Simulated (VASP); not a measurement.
# GaN (P6_3mc) in VASP: further runs

GaN is run at these levels: LDA; tasks: relaxation of the atoms, single point.

All numbers are computed with VASP 6.6.1; they aren't measurements. Logs are shortened: lines on timing, memory, paths and dates and some standing lists are left out, and cuts for length are marked.

## Step 1: The cell of the first run

The structure is hexagonal, space group P6_3mc (No. 186). The conventional cell has a = 3.168 Å, b = 3.168 Å, c = 5.164 Å, α = 90.00°, β = 90.00°, γ = 120.00°. Ga (site symmetry 3m) has 4 N at 1.94 Å within 2.6 Å. Within 2.6 Å of N (site symmetry 3m) lie 4 Ga at 1.94 Å.

## Step 2: Relaxation of the atoms, LDA

Input file INCAR:

```
SYSTEM = GaN
ALGO = Normal
EDIFF = 1E-7
EDIFFG = -0.002
ENCUT = 520
IBRION = 2
ISIF = 2
ISMEAR = 0
LASPH = .TRUE.
LCHARG = .FALSE.
LREAL = .FALSE.
LWAVE = .FALSE.
NELM = 100
NSW = 50
PREC = Accurate
SIGMA = 0.01
```

Input file KPOINTS:

```
k-points
0
G
  8 8 4
  0 0 0
```

Input file POSCAR:

```
GaN
1.0
    3.1675736402      0.0000000000      0.0000000000
   -1.5837868201      2.7431992407      0.0000000000
    0.0000000000      0.0000000000      5.1640897249
Ga N
2 2
Direct
    0.3333333333      0.6666666667     -0.0007042255
    0.6666666667      0.3333333333      0.4992957745
    0.3333333333      0.6666666667      0.3757042255
    0.6666666667      0.3333333333      0.8757042255
```

Potentials or basis: VASP PAW LDA potentials, release 64 (Ga_d, N).

Launch:

```bash
cat potpaw_LDA.64/Ga_d/POTCAR potpaw_LDA.64/N/POTCAR > POTCAR
mpirun -np 1 vasp_std > vasp.out
```

OUTCAR:

```text
SYSTEM = GaN
   EDIFF = 1E-7
   EDIFFG = -0.002
   ENCUT = 520
   IBRION = 2
   ISIF = 2
   ISMEAR = 0
   LASPH = .TRUE.
   LREAL = .FALSE.
   NELM = 100
   NSW = 50
   PREC = Accurate

 ion  position               nearest neighbor table
   1  0.333  0.667  0.999-   4 1.94   4 1.94   4 1.94   3 1.94
   2  0.667  0.333  0.499-   3 1.94   3 1.94   3 1.94   4 1.94
   3  0.333  0.667  0.376-   2 1.94   2 1.94   2 1.94   1 1.94
   4  0.667  0.333  0.876-   1 1.94   1 1.94   1 1.94   2 1.94

  LATTYP: Found a hexagonal cell.
 ALAT       =     3.1675736402
 C/A-ratio  =     1.6302982382

  Lattice vectors:

 A1 = (   3.1675736402,   0.0000000000,   0.0000000000)
 A2 = (  -1.5837868201,   2.7431992407,   0.0000000000)
 A3 = (   0.0000000000,   0.0000000000,   5.1640897249)

Analysis of symmetry for initial positions (statically):
=====================================================================
 Subroutine PRICEL returns:
 Original cell was already a primitive cell.

 Routine SETGRP: Setting up the symmetry group for a
 hexagonal supercell.

 Subroutine GETGRP returns: Found 12 space group operations
 (whereof  6 operations were pure point group operations)
 out of a pool of 24 trial point group operations.

The static configuration has the point symmetry C_3v.
 The point group associated with its full space group is C_6v.

Analysis of symmetry for dynamics (positions and initial velocities):
=====================================================================
 Subroutine PRICEL returns:
 Original cell was already a primitive cell.

 Routine SETGRP: Setting up the symmetry group for a
 hexagonal supercell.

 Subroutine GETGRP returns: Found 12 space group operations
 (whereof  6 operations were pure point group operations)
 out of a pool of 24 trial point group operations.

The dynamic configuration has the point symmetry C_3v.
 The point group associated with its full space group is C_6v.

 Subroutine INISYM returns: Found 12 space group operations
 (whereof  6 operations are pure point group operations),
 and found     1 'primitive' translations

----------------------------------------------------------------------------------------

                                     Primitive cell

  volume of cell :      44.8723

  direct lattice vectors                    reciprocal lattice vectors
     3.167573640  0.000000000  0.000000000     0.315699053  0.182268934  0.000000000
    -1.583786820  2.743199241  0.000000000     0.000000000  0.364537867  0.000000000
     0.000000000  0.000000000  5.164089725     0.000000000  0.000000000  0.193644970

  length of vectors
     3.167573640  3.167573640  5.164089725     0.364537867  0.364537867  0.193644970

  position of ions in fractional coordinates (direct lattice)
     0.333333333  0.666666667  0.999295774
     0.666666667  0.333333333  0.499295774
     0.333333333  0.666666667  0.375704226
     0.666666667  0.333333333  0.875704226

  ion indices of the primitive-cell ions
   primitive index   ion index
                 1           1
                 2           2
                 3           3
                 4           4

----------------------------------------------------------------------------------------

 KPOINTS: k-points

Automatic generation of k-mesh.
 Grid dimensions read from file:
 generate k-points for:    8    8    4

 Generating k-lattice:

  Cartesian coordinates                     Fractional coordinates (reciprocal lattice)
     0.039462382  0.022783617  0.000000000     0.125000000 -0.000000000  0.000000000
     0.000000000  0.045567233  0.000000000     0.000000000  0.125000000  0.000000000
     0.000000000  0.000000000  0.048411243     0.000000000  0.000000000  0.250000000

  Length of vectors
     0.045567233  0.045567233  0.048411243

  Shift w.r.t. Gamma in fractional coordinates (k-lattice)
     0.000000000  0.000000000  0.000000000

 Subroutine IBZKPT returns following result:
 ===========================================

 Found     30 irreducible k-points:

 Following reciprocal coordinates:
            Coordinates               Weight
  0.000000  0.000000  0.000000      1.000000
  0.125000  0.000000  0.000000      6.000000
  0.250000  0.000000  0.000000      6.000000
  0.375000  0.000000  0.000000      6.000000
  0.500000  0.000000  0.000000      3.000000
  0.125000  0.125000  0.000000      6.000000
[... 16 lines left out ...]
  0.250000  0.000000  0.500000      6.000000
  0.375000  0.000000  0.500000      6.000000
 [... further k-points ...]
   k-points           NKPTS =     30   k-points in BZ     NKDIM =     30   number of bands    NBANDS=     22
   number of dos      NEDOS =    301   number of ions     NIONS =      4
   total plane-waves  NPLWV =  23040
   dimension x,y,z NGX =    24 NGY =   24 NGZ =   40
   dimension x,y,z NGXF=    48 NGYF=   48 NGZF=   80
   ions per type =               2   2
   NGX,Y,Z   is equivalent  to a cutoff of  12.60, 12.60, 12.88 a.u.
   NGXF,Y,Z  is equivalent  to a cutoff of  25.19, 25.19, 25.75 a.u.
 SYSTEM =  GaN
   PREC   = accura    normal or accurate (medium, high low for compatibility)
   ISTART =      0    job   : 0-new  1-cont  2-samecut
   ICHARG =      2    charge: 1-file 2-atom 10-const
   ISPIN  =      1    spin polarized calculation?
   LNONCOLLINEAR =      F non collinear calculations
   LSORBIT =      F    spin-orbit coupling
   LASPH  =      T    aspherical Exc in radial PAW
   ENCUT  =  520.0 eV  38.22 Ry    6.18 a.u.   5.89  5.89  9.60*2*pi/ulx,y,z
   NELM   =    100;   NELMIN=  2; NELMDL= -5     # of ELM steps
   EDIFF  = 0.1E-06   stopping-criterion for ELM
   LREAL  =      F    real-space projection
   EDIFFG = -.2E-02   stopping-criterion for IOM
   NSW    =     50    number of steps for IOM
   IBRION =      2    ionic relax: 0-MD 1-quasi-New 2-CG
   NFREE  =      1    steps in history (QN), initial steepest desc. (CG)
   ISIF   =      2    stress and relaxation
   ISYM   =      2    0-nonsym 1-usesym 2-fastsym
   POTIM  = 0.5000    time-step for ionic-motion
   TEBEG  =    0.0;   TEEND  =   0.0 temperature during run
   PSTRESS=    0.0 pullay stress
   NELECT =      36.0000    total number of electrons
   NUPDOWN=      -1.0000    fix difference up-down
   EMIN   =  10.00;   EMAX   =-10.00  energy-range for DOS
   EFERMI =   0.00;   METHOD = LEGACY
   ISMEAR =     0;   SIGMA  =   0.01  broadening in eV -4-tet -1-fermi 0-gaus
   EFERMI_NEDOS =   21; number of points for ismear=-14 and -15
   IALGO  =     38    algorithm
   IMIX   =      4    mixing-type and parameters
     AMIX     =   0.40;   BMIX     =  1.00
     AMIX_MAG =   1.60;   BMIX_MAG =  1.00
  volume/ion in A,a.u.               =      11.22        75.70
  Fermi-wavevector in a.u.,A,eV,Ry     =   1.521189  2.874630 31.484080  2.314015
  Thomas-Fermi vector in A             =   2.629937
   LORBIT       =      0    0 simple, 1 ext, 2 COOP (PROOUT), +10 PAW based schemes
   GGA     = CA    functional components
   LHFCALC =     F    Hartree Fock is set to
   AEXX    =    0.0000 exact exchange contribution
   IVDW    =     0    specifies the selected vdW correction
   LEPSILON=     F    determine dielectric tensor
   LRPA    =     F    only Hartree local field effects (RPA)
 conjugate gradient relaxation of ions
 non-spin polarized calculation
 Gauss-broadening in eV      SIGMA  =   0.01
  energy-cutoff  :      520.00
  volume of cell :       44.87
 maximum number of plane-waves:      1222
 NGX is ok and might be reduce to    24
   NGX = 11   NGY = 11   NGZ = 19

 number of electron      36.0000013 magnetization

 Free energy of the ion-electron system (eV)
  ---------------------------------------------------
  ext. energy  EPLUGINS =         0.00000000
  ---------------------------------------------------
  free energy    TOTEN  =       -27.90803443 eV

  energy without entropy =      -27.90803443  energy(sigma->0) =      -27.90803443

 E-fermi :   5.3232     XC(G=0): -12.2180

 val. band max:        5.2714953794   @ k =   0.0000   0.0000   0.0000
 cond. band min:       7.3156896716   @ k =   0.0000   0.0000   0.0000
 fundamental gap:      2.0441942922
 Fermi energy:         5.3232149492

 k-point     1 :       0.0000    0.0000    0.0000
  band No.  band energies     occupation
      1     -10.7376      2.00000
      2      -9.8091      2.00000
      3      -8.2997      2.00000
      4      -8.2828      2.00000
      5      -8.2828      2.00000
      6      -8.2188      2.00000
[... 14 lines left out ...]
     21      14.4024      0.00000
     22      15.0871      0.00000

 k-point     2 :       0.1250    0.0000    0.0000
  band No.  band energies     occupation
      1     -10.5803      2.00000
      2      -9.7717      2.00000
      3      -8.2819      2.00000
      4      -8.2603      2.00000
      5      -8.2339      2.00000
      6      -8.1985      2.00000
[... 14 lines left out ...]
     21      13.8185      0.00000
     22      14.3324      0.00000

 k-point     3 :       0.2500    0.0000    0.0000
  band No.  band energies     occupation
      1     -10.2146      2.00000
      2      -9.7022      2.00000
      3      -8.2413      2.00000
      4      -8.2206      2.00000
      5      -8.1551      2.00000
      6      -8.1110      2.00000
[... 14 lines left out ...]
     21      12.5570      0.00000
     22      13.7414      0.00000

 k-point     4 :       0.3750    0.0000    0.0000
  band No.  band energies     occupation
      1      -9.9119      2.00000
      2      -9.6594      2.00000
      3      -8.2287      2.00000
      4      -8.2059      2.00000
      5      -8.1168      2.00000
      6      -8.0571      2.00000
[... 14 lines left out ...]
     21      11.5944      0.00000
     22      13.7179      0.00000

 k-point     5 :       0.5000    0.0000    0.0000
  band No.  band energies     occupation
      1      -9.8168      2.00000
      2      -9.6482      2.00000
      3      -8.2337      2.00000
      4      -8.2057      2.00000
      5      -8.1057      2.00000
      6      -8.0623      2.00000
[... 417 lines left out ...]
 k-point    22 :       0.1250    0.0000    0.5000
  band No.  band energies     occupation
      1     -10.0550      2.00000
      2     -10.0550      2.00000
      3      -8.2456      2.00000
      4      -8.2456      2.00000
      5      -8.2328      2.00000
      6      -8.2328      2.00000
[... 14 lines left out ...]
     21      13.1453      0.00000
     22      13.1453      0.00000

 k-point    23 :       0.2500    0.0000    0.5000
  band No.  band energies     occupation
      1      -9.8560      2.00000
      2      -9.8560      2.00000
      3      -8.2175      2.00000
      4      -8.2175      2.00000
      5      -8.1682      2.00000
      6      -8.1682      2.00000
[... 14 lines left out ...]
     21      12.8806      0.00000
     22      12.8806      0.00000

 k-point    24 :       0.3750    0.0000    0.5000
  band No.  band energies     occupation
      1      -9.7182      2.00000
      2      -9.7182      2.00000
      3      -8.2267      2.00000
      4      -8.2267      2.00000
      5      -8.1172      2.00000
      6      -8.1172      2.00000
[... 14 lines left out ...]
     21      13.0516      0.00000
     22      13.0516      0.00000

 [... further k-points ...]
[... 5 lines left out ...]
  --------------------------------------------------------------------------------------
  -------------------------------------------------------------------------------------
  Total       -0.5284436     -0.5284436     -0.5342019      0.0000000      0.0000000      0.0000000
  in kB      -18.8682398    -18.8682397    -19.0738404      0.0000000      0.0000000      0.0000000
  external PRESSURE =     -18.9367733 kB  Pullay stress =       0.0000000 kB

 VOLUME and BASIS-vectors are now :
 -----------------------------------------------------------------------------
  energy-cutoff  :      520.00
  volume of cell :       44.87
      direct lattice vectors                 reciprocal lattice vectors
     3.167573640  0.000000000  0.000000000     0.315699053  0.182268934  0.000000000
    -1.583786820  2.743199241  0.000000000     0.000000000  0.364537867  0.000000000
     0.000000000  0.000000000  5.164089725     0.000000000  0.000000000  0.193644970

 POSITION                                       TOTAL-FORCE (eV/Angst)
 -----------------------------------------------------------------------------------
     -0.00000      1.82880      5.16045         0.000000     -0.000000     -0.001574
      1.58379      0.91440      2.57841        -0.000000      0.000000     -0.001574
     -0.00000      1.82880      1.94017         0.000000      0.000000      0.001574
      1.58379      0.91440      4.52222        -0.000000     -0.000000      0.001574
 -----------------------------------------------------------------------------------
    total drift:                               -0.000001     -0.000001      0.000413

  FREE ENERGIE OF THE ION-ELECTRON SYSTEM (eV)
  ---------------------------------------------------
  free  energy   TOTEN  =       -27.9080344267 eV

  energy  without entropy=      -27.9080344267  energy(sigma->0) =      -27.90803443

 reached required accuracy - stopping structural energy minimisation
```

It took 50 s on 1 thread of Intel Xeon 8259CL, shared host; peak memory 0.16 GiB.

What came out:

```yaml
Free_energy: -27.9080 eV
Pressure_after_relaxing: -1.9 GPa
Band_gap_on_the_k_mesh: 2.04 eV
```

Final structure:
```cif
data_structure
_symmetry_space_group_name_H-M 'P 1'
_symmetry_Int_Tables_number 1
_cell_length_a 3.1676
_cell_length_b 3.1676
_cell_length_c 5.1641
_cell_angle_alpha 90.000
_cell_angle_beta 90.000
_cell_angle_gamma 120.000
_cell_volume 44.87
loop_
_atom_site_label
_atom_site_type_symbol
_atom_site_fract_x
_atom_site_fract_y
_atom_site_fract_z
_atom_site_occupancy
Ga1 Ga 0.33333 0.66667 0.99930 1
Ga2 Ga 0.66667 0.33333 0.49930 1
N1 N 0.33333 0.66667 0.37570 1
N2 N 0.66667 0.33333 0.87570 1
```

Levels at points of the mesh, in eV from the valence-band top:
```
           k point  band 15  band 16  band 17  band 18  band 19  band 20  band 21  band 22
(0.00, 0.00, 0.00)    -1.06    -0.05     0.00     0.00     2.04     4.28     9.13     9.82
(0.50, 0.00, 0.00)    -4.34    -2.83    -2.30    -1.03     4.96     5.58     5.95     8.59
(0.00, 0.00, 0.50)    -0.55    -0.55    -0.55    -0.55     4.31     4.31     8.39     8.39
(0.50, 0.00, 0.50)    -2.01    -2.01    -1.96    -1.96     4.34     4.34     7.72     7.72
```

Caveat: the relaxation stopped at its first step, so nothing moved. LDA gaps usually lie below the measured ones, often by a third to a half.

(Continued in part 2 of 2.)
